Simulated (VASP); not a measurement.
Here is a VASP 6.6.1 calculation.

File INCAR:

```
SYSTEM = SmO2
ALGO     = Normal         ! electronic algorithm
EDIFF    = 1E-6           ! SCF threshold, eV
ENCUT    = 600            ! plane-wave cutoff, eV
GGA      = PE             ! functional
GGA_COMPAT= .FALSE.      
ISIF     = 2              ! what is computed and relaxed
ISMEAR   = 0              ! smearing method
LASPH    = .TRUE.         ! aspherical terms in the spheres
LCHARG   = .TRUE.         ! write CHGCAR
LELF     = .TRUE.         ! ELF
LMAXMIX  = 6              ! l up to which the mixer works
LREAL    = .FALSE.        ! projectors in reciprocal space
LVHAR    = .TRUE.       
LWAVE    = .FALSE.        ! write WAVECAR
NBANDS   = 18             ! bands
NELM     = 200            ! most SCF steps
PREC     = Accurate       ! precision mode
SIGMA    = 0.1            ! smearing width, eV
```

File KPOINTS:

```
k-points
0
G
  12 12 16
  0 0 0
```

The input POSCAR:

```
SmO2
1.0
    3.7314855399      0.0000000000      0.0000000000
   -1.8657427699      3.2315612714      0.0000000000
    0.0000000000      0.0000000000      3.0581104710
Sm O
1 2
Direct
    0.0000000000      0.0000000000      0.0000000000
    0.6666666667      0.3333333333      0.5000000000
    0.3333333333      0.6666666667      0.5000000000
```

Potentials or basis: VASP PAW PBE potentials, release 64 (Sm_3, O), 4f in core.

Command:

```sh
$ cat potpaw_PBE.64/Sm_3/POTCAR potpaw_PBE.64/O/POTCAR > POTCAR
$ mpirun -np 1 vasp_std > vasp.out
```

(1) What does it give for the band gap on the k mesh?

(2) Predict the pressure.

Results:

(1) zero (an odd number of electrons rules out a gap without spin polarisation).

(2) 0.0 GPa.

Caveat: spin-orbit coupling is left out, which moves the levels of the heavy elements; the 4f electrons are frozen in the core, so they carry no moment and show no levels; an odd number of electrons without spin polarisation forces a metal; a magnetic or distorted state may lie lower; the run has no spin polarisation, though such a crystal can be magnetic.
